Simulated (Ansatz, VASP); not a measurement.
# One calculation of Au, two programs

```
CELL_PARAMETERS angstrom
0.00000 2.06208 2.06208
2.06208 0.00000 2.06208
2.06208 2.06208 0.00000
ATOMIC_POSITIONS crystal
Au 0.00000 0.00000 0.00000
```

Alike in both runs: task single point; functional PBEsol; k mesh 18 × 18 × 18; occupations gaussian, width 0.1 eV; no spin polarisation.

|  | VASP | Ansatz |
| --- | --- | --- |
| version | VASP 6.6.1 | Ansatz 0.2.0 |
| potentials or method | VASP PAW PBE potentials, release 64 (Au), cutoff 520 eV | scalar-relativistic, plane waves, PAW |
| valence electrons in the cell | 11 | 19 |

|  | VASP | Ansatz | Ansatz less VASP |
| --- | --- | --- | --- |
| gap on the k mesh at the Fermi level (eV) | none | none | - |
| pressure (GPa) | -5.0 | -4.8 | +0.21 |

VASP's potentials were made for PBE, not for PBEsol. A gap of «none» marks a metal or a gap that the smearing closes. With one functional, cell and mesh, what is left measures potentials, basis and numerics. VASP's potentials hold 11 valence electrons a cell and Ansatz's 19, so a difference there can come from the potentials and not from the codes.

Neither program's run includes spin-orbit coupling.
